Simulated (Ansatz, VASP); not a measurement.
## Sn: VASP beside Ansatz

```xyz
2
Lattice="-2.9401 2.9401 1.5993 2.9401 -2.9401 1.5993 2.9401 2.9401 -1.5993" Properties=species:S:1:pos:R:3 pbc="T T T"
Sn    0.0000    0.0000    0.0000
Sn    0.0000    2.9401    0.7997
```

Alike in both runs: task single point; functional PBE; k mesh 9 × 9 × 9; occupations gaussian, width 0.014 eV; no spin polarisation.

```csv
,VASP,Ansatz
version,VASP 6.6.1,Ansatz 0.2.0
potentials or method,"VASP PAW PBE potentials, release 64 (Sn_d), cutoff 520 eV","all-electron LAPW, scalar-relativistic"
```

Ansatz gave:

* gap on the k mesh at the Fermi level (eV): none
* pressure (GPa): 1.4
* traceless stress, the component that is largest in VASP (GPa): -0.26

Q: What did VASP give for the same quantities?

A: gap on the k mesh at the Fermi level (eV): none; pressure (GPa): 1.4; traceless stress, the component that is largest in VASP (GPa): -0.25.

A gap of «none» marks a metal or a gap that the smearing closes. Ansatz ran all-electron here, and VASP with PAW potentials.
